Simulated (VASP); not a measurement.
# KBr (I4/mmm) in VASP: a series of runs

Runs on KBr. Level: PBE. Tasks: single point.

All numbers are computed with VASP 6.6.1; they aren't measurements. Logs are shortened: lines on timing, memory, paths and dates and some standing lists are left out, and cuts for length are marked.

### Step 1. The cell of the first run

The structure is tetragonal, space group I4/mmm (No. 139). The conventional cell has a = 4.540 Å, b = 4.540 Å, c = 6.914 Å, α = 90.00°, β = 90.00°, γ = 90.00°. Within 4.2 Å of K (site symmetry 4/mmm) lie 6 Br at 3.21 to 3.46 Å. Within 4.2 Å of Br (site symmetry 4/mmm) lie 6 K at 3.21 to 3.46 Å.

### Step 2. Single point, PBE (strain -0.025 along x and y, +0.050 along z)

INCAR reads:

```
SYSTEM = KBr
PREC     = Accurate       ! precision mode
ENCUT    = 520            ! plane-wave cutoff, eV
EDIFF    = 1E-6           ! SCF threshold, eV
ISMEAR   = 0              ! smearing method
SIGMA    = 0.05           ! smearing width, eV
LREAL    = .FALSE.        ! projectors in reciprocal space
LASPH    = .TRUE.         ! aspherical terms in the spheres
NELM     = 60             ! most SCF steps
ALGO     = Normal         ! electronic algorithm
ISIF     = 2              ! what is computed and relaxed
LWAVE    = .FALSE.        ! write WAVECAR
LCHARG   = .TRUE.         ! write CHGCAR
GGA      = PE             ! functional
LELF     = .TRUE.         ! ELF
LVHAR    = .TRUE.       
NBANDS   = 15             ! bands
```

KPOINTS reads:

```
regular mesh
0
G
  6 6 6
  0 0 0
```

POSCAR reads:

```
KBr
1.0
    0.0000000000      3.2101875000      3.4571250000
    3.2101875000      0.0000000000      3.4571250000
    3.2101875000      3.2101875000      0.0000000000
K Br
1 1
Direct
    0.0000000000      0.0000000000      0.0000000000
    0.5000000000      0.5000000000      0.5000000000
```

Potentials or basis: VASP PAW PBE potentials, release 64 (K_sv, Br).

Run with:

```bash
cat potpaw_PBE.64/K_sv/POTCAR potpaw_PBE.64/Br/POTCAR > POTCAR
mpirun -np 1 vasp_std > vasp.out
```

OUTCAR:

```text
SYSTEM = KBr
   PREC = Accurate
   ENCUT = 520
   EDIFF = 1E-6
   ISMEAR = 0
   LREAL = .FALSE.
   LASPH = .TRUE.
   NELM = 60
   ISIF = 2
   GGA = PE

 ion  position               nearest neighbor table
   1  0.000  0.000  0.000-   2 3.21   2 3.21   2 3.21   2 3.21
   2  0.500  0.500  0.500-   1 3.21   1 3.21   1 3.21   1 3.21

  LATTYP: Found a body centered tetragonal cell.
 ALAT       =     4.5398907003
 C/A-ratio  =     1.5229992210

  Lattice vectors:

 A1 = (  -3.2101875000,   0.0000000000,   3.4571250000)
 A2 = (   3.2101875000,   0.0000000000,   3.4571250000)
 A3 = (   0.0000000000,   3.2101875000,  -3.4571250000)

Analysis of symmetry for initial positions (statically):
=====================================================================
 Subroutine PRICEL returns:
 Original cell was already a primitive cell.

 Routine SETGRP: Setting up the symmetry group for a
 body centered tetragonal supercell.

 Subroutine GETGRP returns: Found 16 space group operations
 (whereof 16 operations were pure point group operations)
 out of a pool of 16 trial point group operations.

The static configuration has the point symmetry D_4h.

Analysis of symmetry for dynamics (positions and initial velocities):
=====================================================================
 Subroutine PRICEL returns:
 Original cell was already a primitive cell.

 Routine SETGRP: Setting up the symmetry group for a
 body centered tetragonal supercell.

 Subroutine GETGRP returns: Found 16 space group operations
 (whereof 16 operations were pure point group operations)
 out of a pool of 16 trial point group operations.

The dynamic configuration has the point symmetry D_4h.

 Subroutine INISYM returns: Found 16 space group operations
 (whereof 16 operations are pure point group operations),
 and found     1 'primitive' translations

----------------------------------------------------------------------------------------

                                     Primitive cell

  volume of cell :      71.2534

  direct lattice vectors                    reciprocal lattice vectors
     0.000000000  3.210187500  3.457125000    -0.155754142  0.155754142  0.144628846
     3.210187500  0.000000000  3.457125000     0.155754142 -0.155754142  0.144628846
     3.210187500  3.210187500  0.000000000     0.155754142  0.155754142 -0.144628846

  length of vectors
     4.717734313  4.717734313  4.539890700     0.263507512  0.263507512  0.263507512

  position of ions in fractional coordinates (direct lattice)
     0.000000000  0.000000000  0.000000000
     0.500000000  0.500000000  0.500000000

  ion indices of the primitive-cell ions
   primitive index   ion index
                 1           1
                 2           2

----------------------------------------------------------------------------------------

 KPOINTS: regular mesh

Automatic generation of k-mesh.
 Grid dimensions read from file:
 generate k-points for:    6    6    6

 Generating k-lattice:

  Cartesian coordinates                     Fractional coordinates (reciprocal lattice)
    -0.025959024  0.025959024  0.024104808     0.166666667 -0.000000000  0.000000000
     0.025959024 -0.025959024  0.024104808    -0.000000000  0.166666667  0.000000000
     0.025959024  0.025959024 -0.024104808     0.000000000  0.000000000  0.166666667

  Length of vectors
     0.043917919  0.043917919  0.043917919

  Shift w.r.t. Gamma in fractional coordinates (k-lattice)
     0.000000000  0.000000000  0.000000000

 Subroutine IBZKPT returns following result:
 ===========================================

 Found     30 irreducible k-points:

 Following reciprocal coordinates:
            Coordinates               Weight
  0.000000  0.000000  0.000000      1.000000
  0.166667 -0.000000  0.000000      8.000000
  0.333333 -0.000000  0.000000      8.000000
  0.500000 -0.000000  0.000000      4.000000
  0.166667  0.166667  0.000000      2.000000
  0.333333  0.166667  0.000000      8.000000
[... 16 lines left out ...]
  0.333333  0.000000  0.333333      4.000000
  0.500000  0.000000  0.333333     16.000000
 [... further k-points ...]
   k-points           NKPTS =     30   k-points in BZ     NKDIM =     30   number of bands    NBANDS=     15
   number of dos      NEDOS =    301   number of ions     NIONS =      2
   total plane-waves  NPLWV =  46656
   dimension x,y,z NGX =    36 NGY =   36 NGZ =   36
   dimension x,y,z NGXF=    72 NGYF=   72 NGZF=   72
   ions per type =               1   1
   NGX,Y,Z   is equivalent  to a cutoff of  12.69, 12.69, 13.18 a.u.
   NGXF,Y,Z  is equivalent  to a cutoff of  25.37, 25.37, 26.37 a.u.
 SYSTEM =  KBr
   PREC   = accura    normal or accurate (medium, high low for compatibility)
   ISTART =      0    job   : 0-new  1-cont  2-samecut
   ICHARG =      2    charge: 1-file 2-atom 10-const
   ISPIN  =      1    spin polarized calculation?
   LNONCOLLINEAR =      F non collinear calculations
   LSORBIT =      F    spin-orbit coupling
   LASPH  =      T    aspherical Exc in radial PAW
   ENCUT  =  520.0 eV  38.22 Ry    6.18 a.u.   8.77  8.77  8.44*2*pi/ulx,y,z
   NELM   =     60;   NELMIN=  2; NELMDL= -5     # of ELM steps
   EDIFF  = 0.1E-05   stopping-criterion for ELM
   LREAL  =      F    real-space projection
   EDIFFG = 0.1E-04   stopping-criterion for IOM
   NSW    =      0    number of steps for IOM
   IBRION =     -1    ionic relax: 0-MD 1-quasi-New 2-CG
   NFREE  =      0    steps in history (QN), initial steepest desc. (CG)
   ISIF   =      2    stress and relaxation
   ISYM   =      2    0-nonsym 1-usesym 2-fastsym
   POTIM  = 0.5000    time-step for ionic-motion
   TEBEG  =    0.0;   TEEND  =   0.0 temperature during run
   PSTRESS=    0.0 pullay stress
   NELECT =      16.0000    total number of electrons
   NUPDOWN=      -1.0000    fix difference up-down
   EMIN   =  10.00;   EMAX   =-10.00  energy-range for DOS
   EFERMI =   0.00;   METHOD = LEGACY
   ISMEAR =     0;   SIGMA  =   0.05  broadening in eV -4-tet -1-fermi 0-gaus
   EFERMI_NEDOS =   21; number of points for ismear=-14 and -15
   IALGO  =     38    algorithm
   IMIX   =      4    mixing-type and parameters
     AMIX     =   0.40;   BMIX     =  1.00
     AMIX_MAG =   1.60;   BMIX_MAG =  1.00
  volume/ion in A,a.u.               =      35.63       240.42
  Fermi-wavevector in a.u.,A,eV,Ry     =   0.995053  1.880377 13.471542  0.990130
  Thomas-Fermi vector in A             =   2.127047
   LORBIT       =      0    0 simple, 1 ext, 2 COOP (PROOUT), +10 PAW based schemes
   GGA     = PE    functional components
   LHFCALC =     F    Hartree Fock is set to
   AEXX    =    0.0000 exact exchange contribution
   IVDW    =     0    specifies the selected vdW correction
   LEPSILON=     F    determine dielectric tensor
   LRPA    =     F    only Hartree local field effects (RPA)
 non-spin polarized calculation
 Gauss-broadening in eV      SIGMA  =   0.05
  energy-cutoff  :      520.00
  volume of cell :       71.25
 maximum number of plane-waves:      1941
   NGX = 17   NGY = 17   NGZ = 17

 number of electron      15.9999998 magnetization

 Free energy of the ion-electron system (eV)
  ---------------------------------------------------
  ext. energy  EPLUGINS =         0.00000000
  ---------------------------------------------------
  free energy    TOTEN  =        -6.18578221 eV

  energy without entropy =       -6.18578221  energy(sigma->0) =       -6.18578221

 E-fermi :  -1.3670     XC(G=0):  -7.3979

 val. band max:       -1.6921700729   @ k =   0.0000   0.0000   0.0000
 cond. band min:       2.7402848603   @ k =   0.0000   0.0000   0.0000
 fundamental gap:      4.4324549332
 Fermi energy:        -1.3670319354

 k-point     1 :       0.0000    0.0000    0.0000
  band No.  band energies     occupation
      1     -29.4557      2.00000
      2     -14.0155      2.00000
      3     -12.9407      2.00000
      4     -12.9357      2.00000
      5     -12.9357      2.00000
      6      -1.7302      2.00000
      7      -1.6922      2.00000
      8      -1.6922      2.00000
      9       2.7403      0.00000
     10       5.6104      0.00000
     11       6.0656      0.00000
     12       6.0656      0.00000
     13       6.6017      0.00000
     14       6.8892      0.00000
     15       9.9484      0.00000

 k-point     2 :       0.1667   -0.0000    0.0000
  band No.  band energies     occupation
      1     -29.4542      2.00000
      2     -14.0734      2.00000
      3     -12.9437      2.00000
      4     -12.9349      2.00000
      5     -12.8584      2.00000
      6      -2.0775      2.00000
      7      -1.8105      2.00000
      8      -1.7865      2.00000
      9       3.3944      0.00000
     10       5.7283      0.00000
     11       6.1462      0.00000
     12       6.3781      0.00000
     13       6.9640      0.00000
     14       7.2738      0.00000
     15      10.8228      0.00000

 k-point     3 :       0.3333   -0.0000    0.0000
  band No.  band energies     occupation
      1     -29.4512      2.00000
      2     -14.1717      2.00000
      3     -12.9509      2.00000
      4     -12.9333      2.00000
      5     -12.7191      2.00000
      6      -2.6649      2.00000
      7      -1.9807      2.00000
      8      -1.9637      2.00000
      9       4.4996      0.00000
     10       6.0257      0.00000
     11       6.9950      0.00000
     12       7.2261      0.00000
     13       7.8747      0.00000
     14       8.2433      0.00000
     15       9.6605      0.00000
[... 343 lines left out ...]
 k-point    23 :       0.3333    0.0000    0.3333
  band No.  band energies     occupation
      1     -29.4492      2.00000
      2     -14.0439      2.00000
      3     -12.9759      2.00000
      4     -12.9634      2.00000
      5     -12.8630      2.00000
      6      -2.5497      2.00000
      7      -1.9783      2.00000
      8      -1.9497      2.00000
      9       4.4634      0.00000
     10       4.8513      0.00000
     11       7.4447      0.00000
     12       8.1315      0.00000
     13       8.2417      0.00000
     14       8.3961      0.00000
     15       9.3976      0.00000

 k-point    24 :       0.5000    0.0000    0.3333
  band No.  band energies     occupation
      1     -29.4477      2.00000
      2     -14.0038      2.00000
      3     -12.9969      2.00000
      4     -12.9697      2.00000
      5     -12.8978      2.00000
      6      -2.5102      2.00000
      7      -2.1523      2.00000
      8      -2.0278      2.00000
      9       4.5539      0.00000
     10       5.7539      0.00000
     11       7.3028      0.00000
     12       7.9368      0.00000
     13       8.1874      0.00000
     14       8.7680      0.00000
     15       9.4050      0.00000

 [... further k-points ...]

------------------------ aborting loop because EDIFF is reached ----------------------------------------

  FORCE on cell =-STRESS in cart. coord.  units (eV):
  Direction    XX          YY          ZZ          XY          YZ          ZX
  --------------------------------------------------------------------------------------
  -------------------------------------------------------------------------------------
  Total        0.8546551      0.8546551     -0.1621525      0.0000000      0.0000000      0.0000000
  in kB       19.2174427     19.2174427     -3.6460979      0.0000000      0.0000000      0.0000000
  external PRESSURE =      11.5962625 kB  Pullay stress =       0.0000000 kB

 VOLUME and BASIS-vectors are now :
 -----------------------------------------------------------------------------
  energy-cutoff  :      520.00
  volume of cell :       71.25
      direct lattice vectors                 reciprocal lattice vectors
     0.000000000  3.210187500  3.457125000    -0.155754142  0.155754142  0.144628846
     3.210187500  0.000000000  3.457125000     0.155754142 -0.155754142  0.144628846
     3.210187500  3.210187500  0.000000000     0.155754142  0.155754142 -0.144628846

 POSITION                                       TOTAL-FORCE (eV/Angst)
 -----------------------------------------------------------------------------------
      0.00000      0.00000      0.00000         0.000000      0.000000     -0.000000
      3.21019      3.21019      3.45713        -0.000000     -0.000000      0.000000
 -----------------------------------------------------------------------------------
    total drift:                                0.000000      0.000000      0.000000

  FREE ENERGIE OF THE ION-ELECTRON SYSTEM (eV)
  ---------------------------------------------------
  free  energy   TOTEN  =        -6.1857822124 eV

  energy  without entropy=       -6.1857822124  energy(sigma->0) =       -6.18578221
```

It took 36 s on 1 thread of AMD EPYC 7R13, shared host; peak memory 0.19 GiB.

Results:

| Item | Value |
| --- | --- |
| Free energy | -6.1858 eV |
| Pressure | 1.2 GPa |
| Band gap on the k mesh | 4.43 eV |

Stress tensor (GPa, compression positive):
```
 1.92  0.00  0.00
 0.00  1.92  0.00
 0.00  0.00 -0.36
```

Levels at points of the mesh, in eV from the valence-band top:
```csv
k point,band 5,band 6,band 7,band 8,band 9,band 10,band 11,band 12
"(0.00, 0.00, 0.00)",-11.24,-0.04,0.00,0.00,4.43,7.30,7.76,7.76
"(0.50, 0.00, 0.00)",-10.96,-1.22,-0.37,-0.36,6.59,8.23,9.78,9.81
"(0.50, 0.50, 0.00)",-11.27,-0.89,-0.23,-0.23,5.90,7.20,9.26,9.27
"(0.50, 0.00, 0.50)",-11.28,-0.80,-0.36,-0.31,5.82,7.25,9.44,9.66
```

Caveat: the cell differs from its parent crystal (strain -0.025 along x and y, +0.050 along z).

### Step 3. Single point, PBE (strain +0.025 along x and y, -0.050 along z)

INCAR reads:

```
  ALGO = Normal
  EDIFF = 1E-7
  ENCUT = 520
  GGA = PE
  ISIF = 2
  ISMEAR = 0
  LASPH = True
  LCHARG = True
  LELF = True
  LREAL = False
  LVHAR = True
  LWAVE = False
  NBANDS = 15
  NELM = 100
  PREC = Accurate
  SIGMA = 0.05
```

KPOINTS reads:

```
k-points
0
Gamma
  6 6 6
```

POSCAR reads:

```
KBr
1.0
    0.0000000000      3.3748125000      3.1278750000
    3.3748125000      0.0000000000      3.1278750000
    3.3748125000      3.3748125000      0.0000000000
K Br
1 1
Direct
    0.0000000000      0.0000000000      0.0000000000
    0.5000000000      0.5000000000      0.5000000000
```

Potentials or basis: VASP PAW PBE potentials, release 64 (K_sv, Br).

Run with:

```bash
cat potpaw_PBE.64/K_sv/POTCAR potpaw_PBE.64/Br/POTCAR > POTCAR
mpirun -np 1 vasp_std > vasp.out
```

It took 37 s on 1 thread of AMD EPYC 7R13, shared host; peak memory 0.18 GiB.

The run converged. Its results:

| Property | Result |
| --- | --- |
| Free energy | -6.1786 eV |
| Pressure | 1.2 GPa |
| Band gap on the k mesh | 4.41 eV |

Stress tensor (GPa, compression positive):
```
0.17 0.00 0.00
0.00 0.17 0.00
0.00 0.00 3.28
```

Levels at points of the mesh, in eV from the valence-band top:
```
           k point  band 4  band 5  band 6  band 7  band 8  band 9  band 10  band 11  band 12  band 13
(0.00, 0.00, 0.00)  -11.26  -11.26   -0.05   -0.05    0.00    4.41     7.43     7.43     7.90     8.22
(0.50, 0.00, 0.00)  -11.27  -10.97   -1.24   -0.39   -0.38    6.57     8.21     9.76     9.76     9.79
(0.50, 0.50, 0.00)  -11.31  -11.31   -0.76   -0.39   -0.39    5.75     7.29     9.48     9.74     9.77
(0.50, 0.00, 0.50)  -11.31  -11.29   -0.89   -0.29   -0.27    5.87     7.16     9.32     9.37     9.71
```

Caveat: the cell differs from its parent crystal (strain +0.025 along x and y, -0.050 along z).

### Step 4. Single point, PBE (strain +0.025 along x and y, -0.025 along z)

INCAR reads:

```
PREC = Accurate ; ENCUT = 520
EDIFF = 1E-6 ; ISMEAR = 0
SIGMA = 0.05 ; LREAL = F
LASPH = T ; NELM = 80
ALGO = Normal ; ISIF = 2
LWAVE = F ; LCHARG = F
GGA = PE ; NBANDS = 15
```

KPOINTS reads:

```
regular mesh
0
Gamma
  6 6 6
```

POSCAR reads:

```
KBr
1.0
    0.0000000000      3.3748125000      3.2101875000
    3.3748125000      0.0000000000      3.2101875000
    3.3748125000      3.3748125000      0.0000000000
K Br
1 1
Direct
    0.0000000000      0.0000000000      0.0000000000
    0.5000000000      0.5000000000      0.5000000000
```

Run with:

```bash
cat potpaw_PBE.64/K_sv/POTCAR potpaw_PBE.64/Br/POTCAR > POTCAR
mpirun -np 1 vasp_std > vasp.out
```

Run time: 32 s. Hardware: 1 thread of AMD EPYC 7R13, shared host; peak memory 0.18 GiB.

Results (log left out):

```
Free energy            : -6.2076 eV
Pressure               : 0.6 GPa
Band gap on the k mesh : 4.37 eV
```

Stress tensor (GPa, compression positive):
```
0.03 0.00 0.00
0.00 0.03 0.00
0.00 0.00 1.72
```

Levels at points of the mesh, in eV from the valence-band top:
| k point | band 4 | band 5 | band 6 | band 7 | band 8 | band 9 | band 10 | band 11 | band 12 | band 13 |
| --- | --- | --- | --- | --- | --- | --- | --- | --- | --- | --- |
| (0.00, 0.00, 0.00) | -11.30 | -11.30 | -0.02 | -0.02 | 0.00 | 4.37 | 7.49 | 7.49 | 7.79 | 8.28 |
| (0.50, 0.00, 0.00) | -11.31 | -11.05 | -1.16 | -0.34 | -0.34 | 6.53 | 8.14 | 9.70 | 9.72 | 9.80 |
| (0.50, 0.50, 0.00) | -11.34 | -11.34 | -0.76 | -0.34 | -0.34 | 5.82 | 7.18 | 9.41 | 9.57 | 9.63 |
| (0.50, 0.00, 0.50) | -11.34 | -11.33 | -0.83 | -0.28 | -0.26 | 5.89 | 7.10 | 9.29 | 9.30 | 9.61 |

Caveat: the cell differs from its parent crystal (strain +0.025 along x and y, -0.025 along z).

### Step 5. Single point, PBE (strain +0.050 along x and y, -0.050 along z)

INCAR reads:

```
ALGO = Normal ; EDIFF = 1E-7
ENCUT = 520 ; GGA = PE
ISIF = 2 ; ISMEAR = 0
LASPH = True ; LCHARG = False
LREAL = False ; LWAVE = False
NBANDS = 15 ; NELM = 60
PREC = Accurate ; SIGMA = 0.05
```

KPOINTS reads:

```
k-points
0
Gamma
  6 6 6
```

POSCAR reads:

```
KBr
1.0
    0.0000000000      3.4571250000      3.1278750000
    3.4571250000      0.0000000000      3.1278750000
    3.4571250000      3.4571250000      0.0000000000
K Br
1 1
Direct
    0.0000000000      0.0000000000      0.0000000000
    0.5000000000      0.5000000000      0.5000000000
```

Run with:

```bash
cat potpaw_PBE.64/K_sv/POTCAR potpaw_PBE.64/Br/POTCAR > POTCAR
mpirun -np 1 vasp_std > vasp.out
```

Wall time 31 s (1 thread of AMD EPYC 7R13, shared host); peak memory 0.19 GiB.

It converged, with:

| Property | Result |
| --- | --- |
| Free energy | -6.1743 eV |
| Pressure | 0.6 GPa |
| Band gap on the k mesh | 4.28 eV |

Stress tensor (GPa, compression positive):
```
-0.54  0.00  0.00
 0.00 -0.54  0.00
 0.00  0.00  2.88
```

Levels at points of the mesh, in eV from the valence-band top:
```
           k point  band 4  band 5  band 6  band 7  band 8  band 9  band 10  band 11  band 12  band 13
(0.00, 0.00, 0.00)  -11.35  -11.35   -0.04   -0.04    0.00    4.28     7.39     7.39     7.98     8.13
(0.50, 0.00, 0.00)  -11.36  -11.06   -1.15   -0.35   -0.35    6.46     8.01     9.53     9.63     9.68
(0.50, 0.50, 0.00)  -11.39  -11.39   -0.70   -0.39   -0.39    5.78     7.17     9.45     9.60     9.60
(0.50, 0.00, 0.50)  -11.39  -11.37   -0.84   -0.27   -0.23    5.94     6.98     9.05     9.24     9.57
```

Caveat: the cell differs from its parent crystal (strain +0.050 along x and y, -0.050 along z).

### Step 6. Overview

```tsv
cell	gap on the mesh (eV)	pressure (GPa)
a = 4.718, b = 4.718, c = 4.540 Å, angles 61.2, 61.2, 57.5°, 2 atoms	4.43	1.2
a = 4.601, b = 4.601, c = 4.773 Å, angles 58.8, 58.8, 62.5°, 2 atoms	4.41	1.2
a = 4.658, b = 4.658, c = 4.773 Å, angles 59.2, 59.2, 61.6°, 2 atoms	4.37	0.6
a = 4.662, b = 4.662, c = 4.889 Å, angles 58.4, 58.4, 63.2°, 2 atoms	4.28	0.6
```

Alike in all rows: task single point; level PBE; potentials or basis VASP PAW PBE potentials, release 64 (K_sv, Br); no spin polarisation; k mesh 6 × 6 × 6; cutoff (eV) 520; smearing gaussian 0.05 eV.

Absolute energies hang on the potentials; compare differences alone.
